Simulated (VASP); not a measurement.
# GePt (Pm) in VASP: single point with PBEsol

Aim: the single point of GePt with PBEsol.

All numbers are computed with VASP 6.6.1; they aren't measurements. Logs are shortened: lines on timing, memory, paths and dates and some standing lists are left out, and cuts for length are marked.

### Step 1. The cell of the first run

It takes space group Pm (No. 6, monoclinic). The conventional cell has a = 5.741 Å, b = 3.700 Å, c = 6.092 Å, α = 90.00°, β = 90.00°, γ = 90.00°. Within 3.2 Å of Ge (site symmetry m) lie 6 Pt at 2.41 to 2.83 Å and 2 Ge at 3.01 Å. Ge (site symmetry m) has 6 Pt at 2.48 to 2.87 Å and 2 Ge at 3.01 Å within 3.3 Å. Ge (site symmetry m) has 6 Pt at 2.24 to 2.70 Å and 2 Ge at 3.01 Å within 3.1 Å. Within 3.1 Å of Ge (site symmetry m) lie 6 Pt at 2.36 to 2.75 Å and 2 Ge at 3.01 Å. Pt (site symmetry m) has 6 Ge at 2.41 to 2.74 Å and 4 Pt at 2.96 to 2.97 Å within 3.2 Å. Pt (site symmetry m) has 6 Ge at 2.24 to 2.87 Å and 4 Pt at 2.96 to 2.97 Å within 3.0 Å. Within 3.1 Å of Pt (site symmetry m) lie 6 Ge at 2.36 to 2.83 Å and 4 Pt at 2.96 to 2.97 Å. Within 3.3 Å of Pt (site symmetry m) lie 6 Ge at 2.50 to 2.73 Å and 4 Pt at 2.96 to 2.97 Å.

### Step 2. Single point, PBEsol

Contents of INCAR:

```
ALGO = Fast ; EDIFF = 1E-6
ENCUT = 520 ; GGA = PS
ISIF = 2 ; ISMEAR = 0
LASPH = True ; LCHARG = False
LREAL = False ; LWAVE = False
NBANDS = 58 ; NELM = 80
PREC = Accurate ; SIGMA = 0.15
```

Contents of KPOINTS:

```
k-points
0
Gamma
  8 10 8
```

Contents of POSCAR:

```
GePt
1.0
    5.7406004132      0.0000000000      0.0000000000
    0.0000000000      3.7003359809      0.0000000000
    0.0000000000      0.0000000000      6.0924387782
Ge Pt
4 4
Direct
    0.8151594244      0.7500000000      0.5880228802
    0.1848405756      0.2500000000      0.4119771198
    0.6848405756      0.2500000000      0.0880228802
    0.3151594244      0.7500000000      0.9119771198
    0.9674786428      0.7500000000      0.2192306791
   -0.0310082934      0.2500000000      0.8369119445
    0.4689917066      0.2500000000      0.7192306791
    0.4674786428      0.7500000000      0.3369119445
```

Potentials or basis: VASP PAW PBE potentials, release 64 (Ge_d, Pt).

Launch:

```sh
$ cat potpaw_PBE.64/Ge_d/POTCAR potpaw_PBE.64/Pt/POTCAR > POTCAR
$ mpirun -np 1 vasp_std > vasp.out
```

OUTCAR:

```text
EDIFF = 1E-6
   ENCUT = 520
   GGA = PS
   ISIF = 2
   ISMEAR = 0
   LASPH = True
   LREAL = False
   NELM = 80
   PREC = Accurate

 ion  position               nearest neighbor table
   1  0.815  0.750  0.588-   5 2.41   8 2.51   6 2.55   6 2.55   7 2.83   7 2.83
   2  0.185  0.250  0.412-   7 2.48   8 2.50   8 2.50   5 2.52   5 2.52   6 2.87
   3  0.685  0.250  0.088-   6 2.24   7 2.57   5 2.59   5 2.59   8 2.70   8 2.70
   4  0.315  0.750  0.912-   7 2.36   7 2.36   8 2.73   5 2.74   6 2.75   6 2.75
   5  0.967  0.750  0.219-   1 2.41   2 2.52   2 2.52   3 2.59   3 2.59   4 2.74   8 2.96   8 2.96
                             6 2.97   6 2.97
   6  0.969  0.250  0.837-   3 2.24   1 2.55   1 2.55   4 2.75   4 2.75   2 2.87   7 2.96   7 2.96
                             5 2.97   5 2.97
   7  0.469  0.250  0.719-   4 2.36   4 2.36   2 2.48   3 2.57   1 2.83   1 2.83   6 2.96   6 2.96
                             8 2.97   8 2.97
   8  0.467  0.750  0.337-   2 2.50   2 2.50   1 2.51   3 2.70   3 2.70   4 2.73   5 2.96   5 2.96
                             7 2.97   7 2.97

  LATTYP: Found a simple orthorhombic cell.
 ALAT       =     3.7003359809
 B/A-ratio  =     1.5513727518
 C/A-ratio  =     1.6464555677

  Lattice vectors:

 A1 = (   0.0000000000,  -3.7003359809,   0.0000000000)
 A2 = (   5.7406004132,   0.0000000000,   0.0000000000)
 A3 = (   0.0000000000,   0.0000000000,   6.0924387782)

Analysis of symmetry for initial positions (statically):
=====================================================================
 Subroutine PRICEL returns:
 Original cell was already a primitive cell.

 Routine SETGRP: Setting up the symmetry group for a
 simple orthorhombic supercell.

 Subroutine GETGRP returns: Found  2 space group operations
 (whereof  1 operations were pure point group operations)
 out of a pool of  8 trial point group operations.

The static configuration has the point symmetry C_1 .
 The point group associated with its full space group is C_1h.

Analysis of symmetry for dynamics (positions and initial velocities):
=====================================================================
 Subroutine PRICEL returns:
 Original cell was already a primitive cell.

 Routine SETGRP: Setting up the symmetry group for a
 simple orthorhombic supercell.

 Subroutine GETGRP returns: Found  2 space group operations
 (whereof  1 operations were pure point group operations)
 out of a pool of  8 trial point group operations.

The dynamic configuration has the point symmetry C_1 .
 The point group associated with its full space group is C_1h.

 Subroutine INISYM returns: Found  2 space group operations
 (whereof  1 operations are pure point group operations),
 and found     1 'primitive' translations

----------------------------------------------------------------------------------------

                                     Primitive cell

  volume of cell :     129.4165

  direct lattice vectors                    reciprocal lattice vectors
     5.740600413  0.000000000  0.000000000     0.174197807  0.000000000  0.000000000
     0.000000000  3.700335981  0.000000000     0.000000000  0.270245730  0.000000000
     0.000000000  0.000000000  6.092438778     0.000000000  0.000000000  0.164137882

  length of vectors
     5.740600413  3.700335981  6.092438778     0.174197807  0.270245730  0.164137882

  position of ions in fractional coordinates (direct lattice)
     0.815159424  0.750000000  0.588022880
     0.184840576  0.250000000  0.411977120
     0.684840576  0.250000000  0.088022880
     0.315159424  0.750000000  0.911977120
     0.967478643  0.750000000  0.219230679
     0.968991707  0.250000000  0.836911945
     0.468991707  0.250000000  0.719230679
     0.467478643  0.750000000  0.336911945

  ion indices of the primitive-cell ions
   primitive index   ion index
                 1           1
                 2           2
                 3           3
                 4           4
                 5           5
                 6           6
                 7           7
                 8           8

----------------------------------------------------------------------------------------

 KPOINTS: k-points

Automatic generation of k-mesh.
 Grid dimensions read from file:
 generate k-points for:    8   10    8

 Generating k-lattice:

  Cartesian coordinates                     Fractional coordinates (reciprocal lattice)
     0.021774726  0.000000000  0.000000000     0.125000000  0.000000000  0.000000000
     0.000000000  0.027024573  0.000000000     0.000000000  0.100000000  0.000000000
     0.000000000  0.000000000  0.020517235     0.000000000  0.000000000  0.125000000

  Length of vectors
     0.021774726  0.027024573  0.020517235

  Shift w.r.t. Gamma in fractional coordinates (k-lattice)
     0.000000000  0.000000000  0.000000000

 Subroutine IBZKPT returns following result:
 ===========================================

 Found    204 irreducible k-points:

 Following reciprocal coordinates:
            Coordinates               Weight
  0.000000  0.000000  0.000000      1.000000
  0.125000  0.000000  0.000000      2.000000
  0.250000  0.000000  0.000000      2.000000
  0.375000  0.000000  0.000000      2.000000
  0.500000  0.000000  0.000000      1.000000
  0.000000  0.100000  0.000000      2.000000
[... 16 lines left out ...]
  0.250000  0.400000  0.000000      4.000000
  0.375000  0.400000  0.000000      4.000000
 [... further k-points ...]
   k-points           NKPTS =    204   k-points in BZ     NKDIM =    204   number of bands    NBANDS=     58
   number of dos      NEDOS =    301   number of ions     NIONS =      8
   total plane-waves  NPLWV =  64512
   dimension x,y,z NGX =    48 NGY =   28 NGZ =   48
   dimension x,y,z NGXF=    96 NGYF=   56 NGZF=   96
   ions per type =               4   4
   NGX,Y,Z   is equivalent  to a cutoff of  13.90, 12.58, 13.10 a.u.
   NGXF,Y,Z  is equivalent  to a cutoff of  27.80, 25.16, 26.20 a.u.
 SYSTEM =  unknown system
   PREC   = accura    normal or accurate (medium, high low for compatibility)
   ISTART =      0    job   : 0-new  1-cont  2-samecut
   ICHARG =      2    charge: 1-file 2-atom 10-const
   ISPIN  =      1    spin polarized calculation?
   LNONCOLLINEAR =      F non collinear calculations
   LSORBIT =      F    spin-orbit coupling
   LASPH  =      T    aspherical Exc in radial PAW
   ENCUT  =  520.0 eV  38.22 Ry    6.18 a.u.  10.67  6.88 11.33*2*pi/ulx,y,z
   NELM   =     80;   NELMIN=  2; NELMDL= -5     # of ELM steps
   EDIFF  = 0.1E-05   stopping-criterion for ELM
   LREAL  =      F    real-space projection
   EDIFFG = 0.1E-04   stopping-criterion for IOM
   NSW    =      0    number of steps for IOM
   IBRION =     -1    ionic relax: 0-MD 1-quasi-New 2-CG
   NFREE  =      0    steps in history (QN), initial steepest desc. (CG)
   ISIF   =      2    stress and relaxation
   ISYM   =      2    0-nonsym 1-usesym 2-fastsym
   POTIM  = 0.5000    time-step for ionic-motion
   TEBEG  =    0.0;   TEEND  =   0.0 temperature during run
   PSTRESS=    0.0 pullay stress
   NELECT =      96.0000    total number of electrons
   NUPDOWN=      -1.0000    fix difference up-down
   EMIN   =  10.00;   EMAX   =-10.00  energy-range for DOS
   EFERMI =   0.00;   METHOD = LEGACY
   ISMEAR =     0;   SIGMA  =   0.15  broadening in eV -4-tet -1-fermi 0-gaus
   EFERMI_NEDOS =   21; number of points for ismear=-14 and -15
   IALGO  =     68    algorithm
   IMIX   =      4    mixing-type and parameters
     AMIX     =   0.40;   BMIX     =  1.00
     AMIX_MAG =   1.60;   BMIX_MAG =  1.00
  volume/ion in A,a.u.               =      16.18       109.17
  Fermi-wavevector in a.u.,A,eV,Ry     =   1.481956  2.800491 29.881035  2.196194
  Thomas-Fermi vector in A             =   2.595802
   LORBIT       =      0    0 simple, 1 ext, 2 COOP (PROOUT), +10 PAW based schemes
   GGA     = PS    functional components
   LHFCALC =     F    Hartree Fock is set to
   AEXX    =    0.0000 exact exchange contribution
   IVDW    =     0    specifies the selected vdW correction
   LEPSILON=     F    determine dielectric tensor
   LRPA    =     F    only Hartree local field effects (RPA)
 non-spin polarized calculation
 RMM-DIIS sequential band-by-band and
 Gauss-broadening in eV      SIGMA  =   0.15
  energy-cutoff  :      520.00
  volume of cell :      129.42
 maximum number of plane-waves:      3522
 NGX is ok and might be reduce to    48
   NGX = 21   NGY = 13   NGZ = 23

 number of electron      96.0000039 magnetization

 Free energy of the ion-electron system (eV)
  ---------------------------------------------------
  ext. energy  EPLUGINS =         0.00000000
  ---------------------------------------------------
  free energy    TOTEN  =       -50.78434782 eV

  energy without entropy =      -50.76074742  energy(sigma->0) =      -50.77254762

 E-fermi :   9.6097     XC(G=0): -12.5939

 val. band max:        9.6092901708   @ k =   0.5000   0.2000   0.3750
 cond. band min:       9.6129778230   @ k =   0.3750   0.2000   0.3750
 fundamental gap:      0.0036876522
 Fermi energy:         9.6097013080

 k-point     1 :       0.0000    0.0000    0.0000
  band No.  band energies     occupation
      1     -15.5268      2.00000
      2     -15.5227      2.00000
      3     -15.5120      2.00000
      4     -15.5063      2.00000
      5     -15.4991      2.00000
      6     -15.4903      2.00000
[... 50 lines left out ...]
     57      15.0955      0.00000
     58      15.7452      0.00000

 k-point     2 :       0.1250    0.0000    0.0000
  band No.  band energies     occupation
      1     -15.5266      2.00000
      2     -15.5226      2.00000
      3     -15.5119      2.00000
      4     -15.5063      2.00000
      5     -15.4992      2.00000
      6     -15.4904      2.00000
[... 50 lines left out ...]
     57      15.2271      0.00000
     58      15.3742      0.00000
[... 1279 lines left out ...]
     57      14.3083      0.00000
     58      15.6595      0.00000

 k-point    24 :       0.3750    0.4000    0.0000
  band No.  band energies     occupation
      1     -15.5228      2.00000
      2     -15.5198      2.00000
      3     -15.5111      2.00000
      4     -15.5003      2.00000
      5     -15.4977      2.00000
      6     -15.4911      2.00000
[... 50 lines left out ...]
     57      15.0607      0.00000
     58      15.4281      0.00000

 [... further k-points ...]

------------------------ aborting loop because EDIFF is reached ----------------------------------------

  FORCE on cell =-STRESS in cart. coord.  units (eV):
  Direction    XX          YY          ZZ          XY          YZ          ZX
  --------------------------------------------------------------------------------------
  -------------------------------------------------------------------------------------
  Total        3.6665038      3.1383039      4.2659258      0.0000000      0.0000000     -3.2933820
  in kB       45.3913474     38.8522275     52.8121969      0.0000000      0.0000000    -40.7720957
  external PRESSURE =      45.6852573 kB  Pullay stress =       0.0000000 kB

 VOLUME and BASIS-vectors are now :
 -----------------------------------------------------------------------------
  energy-cutoff  :      520.00
  volume of cell :      129.42
      direct lattice vectors                 reciprocal lattice vectors
     5.740600413  0.000000000  0.000000000     0.174197807  0.000000000  0.000000000
     0.000000000  3.700335981  0.000000000     0.000000000  0.270245730  0.000000000
     0.000000000  0.000000000  6.092438778     0.000000000  0.000000000  0.164137882

 POSITION                                       TOTAL-FORCE (eV/Angst)
 -----------------------------------------------------------------------------------
      4.67950      2.77525      3.58249        -0.522520      0.000000      1.136197
      1.06110      0.92508      2.50995        -0.382211      0.000000      0.245401
      3.93140      0.92508      0.53627        -2.397028      0.000000      2.534047
      1.80920      2.77525      5.55616        -1.528391      0.000000      1.834929
      5.55391      2.77525      1.33565         0.965993      0.000000     -1.318030
      5.56259      0.92508      5.09883         2.127229      0.000000     -2.194920
      2.69229      0.92508      4.38187         0.867946      0.000000     -1.468452
      2.68361      2.77525      2.05262         0.868982      0.000000     -0.769174
 -----------------------------------------------------------------------------------
    total drift:                                0.001021      0.000000     -0.000729

  FREE ENERGIE OF THE ION-ELECTRON SYSTEM (eV)
  ---------------------------------------------------
  free  energy   TOTEN  =       -50.7843478206 eV

  energy  without entropy=      -50.7607474188  energy(sigma->0) =      -50.77254762
```

It took 22 min on 1 thread of Oxide Virtual Turin-like, shared host; peak memory 1.1 GiB.

What came out:

* Free energy: -50.7843 eV
* Pressure: 4.6 GPa
* Largest force: 3.488 eV/Å
* Band gap on the k mesh: zero (bands 48 and 49 overlap by 1.52 eV)

Forces on the atoms (eV/Å):
```
Ge  -0.523  0.000  1.136
Ge  -0.382  0.000  0.245
Ge  -2.397  0.000  2.534
Ge  -1.528  0.000  1.835
Pt   0.966  0.000 -1.318
Pt   2.127  0.000 -2.195
Pt   0.868  0.000 -1.468
Pt   0.869  0.000 -0.769
```

Levels at points of the mesh, in eV from the Fermi level:
```
           k point  band 46  band 47  band 48  band 49  band 50  band 51
(0.00, 0.00, 0.00)    -1.51    -1.40    -1.00     0.57     0.92     3.14
(0.50, 0.00, 0.00)    -2.49     0.02     0.10     1.11     1.48     2.14
(0.00, 0.50, 0.00)    -2.49    -1.89    -1.34    -0.21    -0.16     1.91
(0.50, 0.50, 0.00)    -2.07    -1.85    -1.80     0.58     0.58     0.62
(0.00, 0.00, 0.50)    -1.76    -0.05     0.04     0.93     1.27     1.87
(0.50, 0.00, 0.50)    -1.33     0.68     0.74     1.75     1.95     2.48
(0.00, 0.50, 0.50)    -2.49    -2.23    -2.17     0.43     0.46     1.00
(0.50, 0.50, 0.50)    -2.57    -2.43    -2.40     2.04     2.25     2.50
```

Caveat: the cell differs from its parent crystal (all Pt atoms moved -0.250 Å, as atom 5 towards its neighbour atom 4 (Ge) at 2.486 Å); the cell stands under pressure; the PAW data sets were made with another functional, which shifts forces and pressure a little; spin-orbit coupling is left out, which moves the levels of the heavy elements.
